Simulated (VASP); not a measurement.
# Mo (Im-3m) in VASP: a series of runs

The runs below take Mo through single point, relaxation of cell and atoms, with LDA.

Program: VASP 6.6.1. These are calculated values, not measurements. Logs are shortened: lines on timing, memory, paths and dates and some standing lists are left out, and cuts for length are marked.

## 1. The cell of the first run

It takes space group Im-3m (No. 229, cubic). The conventional cell has a = 3.111 Å, b = 3.111 Å, c = 3.111 Å, α = 90.00°, β = 90.00°, γ = 90.00°. Within 3.6 Å of Mo (site symmetry m-3m) lie 14 Mo at 2.69 to 3.11 Å.

## 2. Single point, LDA

File INCAR:

```
PREC = Accurate ; ENCUT = 520
EDIFF = 1E-6 ; ISMEAR = -1
SIGMA = 0.05 ; LREAL = F
LASPH = T ; NELM = 100
ALGO = Normal ; ISIF = 2
LWAVE = F ; LCHARG = F
GGA = CA ; NBANDS = 13
```

File KPOINTS:

```
Automatic mesh
0
Gamma
  11 11 11
```

File POSCAR:

```
Mo
1.0
   -1.5553919061      1.5553919061      1.5553919061
    1.5553919061     -1.5553919061      1.5553919061
    1.5553919061      1.5553919061     -1.5553919061
Mo
1
Direct
    0.0000000000      0.0000000000      0.0000000000
```

Potentials or basis: VASP PAW LDA potentials, release 64 (Mo_sv).

On the command line:

```bash
> cat potpaw_LDA.64/Mo_sv/POTCAR > POTCAR
> mpirun -np 1 vasp_std > vasp.out
```

OUTCAR:

```text
PREC = Accurate
   ENCUT = 520
   EDIFF = 1E-6
   ISMEAR = -1
   LREAL = F
   LASPH = T
   NELM = 100
   ISIF = 2
   GGA = CA

 ion  position               nearest neighbor table
   1  0.000  0.000  0.000-

  LATTYP: Found a body centered cubic cell.
 ALAT       =     3.1107838122

  Lattice vectors:

 A1 = (  -1.5553919061,   1.5553919061,   1.5553919061)
 A2 = (   1.5553919061,  -1.5553919061,   1.5553919061)
 A3 = (   1.5553919061,   1.5553919061,  -1.5553919061)

Analysis of symmetry for initial positions (statically):
=====================================================================
 Subroutine PRICEL returns:
 Original cell was already a primitive cell.

 Routine SETGRP: Setting up the symmetry group for a
 body centered cubic supercell.

 Subroutine GETGRP returns: Found 48 space group operations
 (whereof 48 operations were pure point group operations)
 out of a pool of 48 trial point group operations.

The static configuration has the point symmetry O_h .

Analysis of symmetry for dynamics (positions and initial velocities):
=====================================================================
 Subroutine PRICEL returns:
 Original cell was already a primitive cell.

 Routine SETGRP: Setting up the symmetry group for a
 body centered cubic supercell.

 Subroutine GETGRP returns: Found 48 space group operations
 (whereof 48 operations were pure point group operations)
 out of a pool of 48 trial point group operations.

The dynamic configuration has the point symmetry O_h .

 Subroutine INISYM returns: Found 48 space group operations
 (whereof 48 operations are pure point group operations),
 and found     1 'primitive' translations

----------------------------------------------------------------------------------------

                                     Primitive cell

  volume of cell :      15.0515

  direct lattice vectors                    reciprocal lattice vectors
    -1.555391906  1.555391906  1.555391906     0.000000000  0.321462390  0.321462390
     1.555391906 -1.555391906  1.555391906     0.321462390  0.000000000  0.321462390
     1.555391906  1.555391906 -1.555391906     0.321462390  0.321462390  0.000000000

  length of vectors
     2.694017807  2.694017807  2.694017807     0.454616472  0.454616472  0.454616472

  position of ions in fractional coordinates (direct lattice)
     0.000000000  0.000000000  0.000000000

  ion indices of the primitive-cell ions
   primitive index   ion index
                 1           1

[... 77 lines left out ...]
   ISIF   =      2    stress and relaxation
   ISYM   =      2    0-nonsym 1-usesym 2-fastsym
   POTIM  = 0.5000    time-step for ionic-motion
   TEBEG  =    0.0;   TEEND  =   0.0 temperature during run
   PSTRESS=    0.0 pullay stress
   NELECT =      14.0000    total number of electrons
   NUPDOWN=      -1.0000    fix difference up-down
   EMIN   =  10.00;   EMAX   =-10.00  energy-range for DOS
   EFERMI =   0.00;   METHOD = LEGACY
   ISMEAR =    -1;   SIGMA  =   0.05  broadening in eV -4-tet -1-fermi 0-gaus
   EFERMI_NEDOS =   21; number of points for ismear=-14 and -15
   IALGO  =     38    algorithm
   IMIX   =      4    mixing-type and parameters
     AMIX     =   0.40;   BMIX     =  1.00
     AMIX_MAG =   1.60;   BMIX_MAG =  1.00
  volume/ion in A,a.u.               =      15.05       101.57
  Fermi-wavevector in a.u.,A,eV,Ry     =   1.598052  3.019881 34.746170  2.553771
  Thomas-Fermi vector in A             =   2.695562
   LORBIT       =      0    0 simple, 1 ext, 2 COOP (PROOUT), +10 PAW based schemes
   GGA     = CA    functional components
   LHFCALC =     F    Hartree Fock is set to
   AEXX    =    0.0000 exact exchange contribution
   IVDW    =     0    specifies the selected vdW correction
   LEPSILON=     F    determine dielectric tensor
   LRPA    =     F    only Hartree local field effects (RPA)
 non-spin polarized calculation
  energy-cutoff  :      520.00
  volume of cell :       15.05
 maximum number of plane-waves:       417
   NGX =  9   NGY =  9   NGZ =  9

 number of electron      13.9999996 magnetization

 Free energy of the ion-electron system (eV)
  ---------------------------------------------------
  ext. energy  EPLUGINS =         0.00000000
  ---------------------------------------------------
  free energy    TOTEN  =       -12.11057273 eV

  energy without entropy =      -12.10145801  energy(sigma->0) =      -12.10601537

 E-fermi :  13.0372     XC(G=0): -13.8128

 val. band max:       13.0008201974   @ k =  -0.3636   0.4545   0.2727
 cond. band min:      13.0512597119   @ k =   0.3636   0.0909   0.0000
 fundamental gap:      0.0504395145
 Fermi energy:        13.0371535872

 k-point     1 :       0.0000    0.0000    0.0000
  band No.  band energies     occupation
      1     -47.8347      2.00000
      2     -21.1821      2.00000
      3     -21.1821      2.00000
      4     -21.1821      2.00000
      5       5.7408      2.00000
      6      11.6525      2.00000
      7      11.6525      2.00000
      8      11.6525      2.00000
      9      14.7934      0.00000
     10      14.7934      0.00000
     11      27.9638      0.00000
     12      27.9638      0.00000
     13      27.9638      0.00000
[... 354 lines left out ...]
  band No.  band energies     occupation
      1     -47.5012      2.00000
      2     -22.5078      2.00000
      3     -21.9122      2.00000
      4     -21.4513      2.00000
      5       8.9524      2.00000
      6       9.7414      2.00000
      7      12.1937      2.00000
      8      15.2082      0.00000
      9      15.6179      0.00000
     10      21.6781      0.00000
     11      23.8535      0.00000
     12      26.1249      0.00000
     13      28.2504      0.00000

 [... further k-points ...]

------------------------ aborting loop because EDIFF is reached ----------------------------------------

  FORCE on cell =-STRESS in cart. coord.  units (eV):
  Direction    XX          YY          ZZ          XY          YZ          ZX
  --------------------------------------------------------------------------------------
  -------------------------------------------------------------------------------------
  Total        0.1101711      0.1101711      0.1101711      0.0000000     -0.0000000     -0.0000000
  in kB       11.7273236     11.7273236     11.7273236      0.0000000     -0.0000000     -0.0000000
  external PRESSURE =      11.7273236 kB  Pullay stress =       0.0000000 kB

 VOLUME and BASIS-vectors are now :
 -----------------------------------------------------------------------------
  energy-cutoff  :      520.00
  volume of cell :       15.05
      direct lattice vectors                 reciprocal lattice vectors
    -1.555391906  1.555391906  1.555391906     0.000000000  0.321462390  0.321462390
     1.555391906 -1.555391906  1.555391906     0.321462390  0.000000000  0.321462390
     1.555391906  1.555391906 -1.555391906     0.321462390  0.321462390  0.000000000

 POSITION                                       TOTAL-FORCE (eV/Angst)
 -----------------------------------------------------------------------------------
      0.00000      0.00000      0.00000         0.000000     -0.000000      0.000000
 -----------------------------------------------------------------------------------
    total drift:                                0.000000     -0.000000      0.000000

  FREE ENERGIE OF THE ION-ELECTRON SYSTEM (eV)
  ---------------------------------------------------
  free  energy   TOTEN  =       -12.1105727286 eV

  energy  without entropy=      -12.1014580057  energy(sigma->0) =      -12.10601537
```

It took 7.8 s on 1 thread of Intel Xeon Platinum 8488C (Sapphire Rapids), shared host; peak memory 0.12 GiB.

Results:

```
Free energy            : -12.1106 eV
Pressure               : 1.2 GPa
Band gap on the k mesh : zero (band 7 reaches 16.79 eV, above the bottom of band 8 at 11.65 eV)
```

Levels at points of the mesh, in eV from the Fermi level:
```tsv
k point	band 4	band 5	band 6	band 7	band 8	band 9	band 10	band 11
(0.00, 0.00, 0.00)	-34.22	-7.30	-1.38	-1.38	-1.38	1.76	1.76	14.93
```

## 3. Relaxation of cell and atoms, LDA

This run uses another cell than the first one, of 15.58 Å³/atom, 1.035 times its volume.

File INCAR:

```
SYSTEM = Mo
ALGO     = Normal         ! electronic algorithm
EDIFF    = 1E-6           ! SCF threshold, eV
EDIFFG   = -0.03          ! ionic threshold
ENCUT    = 600            ! plane-wave cutoff, eV
GGA      = CA             ! functional
IBRION   = 2              ! ionic algorithm
ISIF     = 3              ! what is computed and relaxed
ISMEAR   = -1             ! smearing method
LASPH    = .True.         ! aspherical terms in the spheres
LCHARG   = .False.        ! write CHGCAR
LREAL    = .False.        ! projectors in reciprocal space
LWAVE    = .False.        ! write WAVECAR
NELM     = 100            ! most SCF steps
NSW      = 80             ! ionic steps
PREC     = Accurate       ! precision mode
SIGMA    = 0.05           ! smearing width, eV
```

File KPOINTS:

```
k-points
0
Gamma
  11 11 11
  0 0 0
```

File POSCAR:

```
Mo
1.0
   -1.5734150000      1.5734150000      1.5734150000
    1.5734150000     -1.5734150000      1.5734150000
    1.5734150000      1.5734150000     -1.5734150000
Mo
1
Direct
    0.0000000000      0.0000000000      0.0000000000
```

Potentials or basis: VASP PAW LDA potentials, release 64 (Mo_sv).

On the command line:

```bash
> cat potpaw_LDA.64/Mo_sv/POTCAR > POTCAR
> mpirun -np 1 vasp_std > vasp.out
```

OUTCAR:

```text
SYSTEM = Mo
   EDIFF = 1E-6
   EDIFFG = -0.03
   ENCUT = 600
   GGA = CA
   IBRION = 2
   ISIF = 3
   ISMEAR = -1
   LASPH = .True.
   LREAL = .False.
   NELM = 100
   NSW = 80
   PREC = Accurate

 ion  position               nearest neighbor table
   1  0.000  0.000  0.000-

  LATTYP: Found a body centered cubic cell.
 ALAT       =     3.1468300000

  Lattice vectors:

 A1 = (  -1.5734150000,   1.5734150000,   1.5734150000)
 A2 = (   1.5734150000,  -1.5734150000,   1.5734150000)
 A3 = (   1.5734150000,   1.5734150000,  -1.5734150000)

Analysis of symmetry for initial positions (statically):
=====================================================================
 Subroutine PRICEL returns:
 Original cell was already a primitive cell.

 Routine SETGRP: Setting up the symmetry group for a
 body centered cubic supercell.

 Subroutine GETGRP returns: Found 48 space group operations
 (whereof 48 operations were pure point group operations)
 out of a pool of 48 trial point group operations.

The static configuration has the point symmetry O_h .

Analysis of symmetry for dynamics (positions and initial velocities):
[... 226 lines left out ...]
--------------------------------------- Ionic step        3  -------------------------------------------

 number of electron      13.9999999 magnetization

 Free energy of the ion-electron system (eV)
  ---------------------------------------------------
  ext. energy  EPLUGINS =         0.00000000
  ---------------------------------------------------
  free energy    TOTEN  =       -12.11114729 eV

  energy without entropy =      -12.10186544  energy(sigma->0) =      -12.10650637

 E-fermi :  12.9492     XC(G=0): -13.7846

 val. band max:       12.9168060870   @ k =  -0.3636   0.4545   0.2727
 cond. band min:      12.9581084304   @ k =   0.3636   0.0909   0.0000
 fundamental gap:      0.0413023434
 Fermi energy:        12.9491684099

 k-point     1 :       0.0000    0.0000    0.0000
  band No.  band energies     occupation
      1     -47.9185      2.00000
      2     -21.2795      2.00000
      3     -21.2795      2.00000
      4     -21.2795      2.00000
      5       5.6722      2.00000
      6      11.5773      2.00000
      7      11.5773      2.00000
      8      11.5773      2.00000
      9      14.6990      0.00000
     10      14.6990      0.00000
     11      27.8735      0.00000
[... 309 lines left out ...]
 k-point    24 :       0.3636    0.1818    0.0909
  band No.  band energies     occupation
      1     -47.5917      2.00000
      2     -22.5841      2.00000
      3     -21.9980      2.00000
      4     -21.5441      2.00000
      5       8.8900      2.00000
      6       9.6758      2.00000
      7      12.1055      2.00000
      8      15.1083      0.00000
      9      15.5144      0.00000
     10      21.5427      0.00000
     11      23.7059      0.00000

 [... further k-points ...]

------------------------ aborting loop because EDIFF is reached ----------------------------------------

  FORCE on cell =-STRESS in cart. coord.  units (eV):
  Direction    XX          YY          ZZ          XY          YZ          ZX
  --------------------------------------------------------------------------------------
  -------------------------------------------------------------------------------------
  Total       -0.0249988     -0.0249988     -0.0249988      0.0000000     -0.0000000      0.0000000
  in kB       -2.6476707     -2.6476707     -2.6476707      0.0000000     -0.0000000      0.0000000
  external PRESSURE =      -2.6476707 kB  Pullay stress =       0.0000000 kB
[... 16 lines left out ...]
  FREE ENERGIE OF THE ION-ELECTRON SYSTEM (eV)
  ---------------------------------------------------
  free  energy   TOTEN  =       -12.1111472925 eV

  energy  without entropy=      -12.1018654391  energy(sigma->0) =      -12.10650637

 reached required accuracy - stopping structural energy minimisation
```

OSZICAR:

```text
N       E                     dE             d eps       ncg     rms          rms(c)
DAV:   1     0.109682711949E+03    0.10968E+03   -0.87549E+03  1232   0.146E+03
DAV:   2    -0.110811291137E+02   -0.12076E+03   -0.11662E+03  1313   0.377E+02
DAV:   3    -0.128435692229E+02   -0.17624E+01   -0.17431E+01  1405   0.471E+01
[... 23 lines left out ...]
DAV:   4    -0.121051113604E+02   -0.78403E-02   -0.37468E-03  1286   0.771E-01    0.759E-01
DAV:   5    -0.121111546194E+02   -0.60433E-02   -0.30343E-03  1283   0.566E-01    0.263E-02
DAV:   6    -0.121111496854E+02    0.49340E-05   -0.30571E-05  1352   0.656E-02    0.758E-03
DAV:   7    -0.121111472982E+02    0.23872E-05   -0.16745E-06  1057   0.145E-02    0.204E-03
DAV:   8    -0.121111472925E+02    0.57169E-08   -0.47694E-08   649   0.296E-03
   3 F= -.12111147E+02 E0= -.12106506E+02  d E =-.120463E-01
```

CONTCAR:

```text
Mo
   1.00000000000000
    -1.5580046851079294    1.5580046851079294    1.5580046851079294
     1.5580046851079294   -1.5580046851079294    1.5580046851079294
     1.5580046851079294    1.5580046851079294   -1.5580046851079294
  Mo
     1
Direct
     0.0000000000000000    0.0000000000000000    0.0000000000000000

  0.00000000E+00  0.00000000E+00  0.00000000E+00
```

Run time: 13 s. Hardware: 1 thread of Intel Xeon Platinum 8488C (Sapphire Rapids), shared host; peak memory 0.14 GiB.

What came out:

| Item | Value |
| --- | --- |
| Free energy | -12.1111 eV |
| Relaxed volume | 15.13 Å³/atom |
| Relaxed cell | a = 2.699 Å, b = 2.699 Å, c = 2.699 Å, α = 109.47°, β = 109.47°, γ = 109.47° |
| Space group after relaxing (to 0.05 Å) | Im-3m (No. 229) |
| Energy gained by relaxing | 12.0 meV/atom |
| Ionic steps | 3 |
| Pressure after relaxing | -0.3 GPa |
| Band gap on the k mesh | zero (band 7 reaches 16.68 eV, above the bottom of band 8 at 11.58 eV) |

The path:
| step | energy change (eV) | largest force (eV/Å) | pressure (GPa) | volume (Å³) |
| --- | --- | --- | --- | --- |
| 1 | 0.0000 | 0.0000 | -8.06 | 15.58 |
| 2 | 0.0898 | 0.0000 | 28.52 | 13.88 |
| 3 | -0.0120 | 0.0000 | -0.26 | 15.13 |

Final structure:
```yaml
crystal:
  lattice:
    - [-1.55800, 1.55800, 1.55800]
    - [1.55800, -1.55800, 1.55800]
    - [1.55800, 1.55800, -1.55800]
  atoms:
    - { symbol: Mo, position: [0.00000, 0.00000, 0.00000] }
```

LDA usually gives volumes a few per cent too small. Zero-point motion and thermal expansion aren't in these numbers.
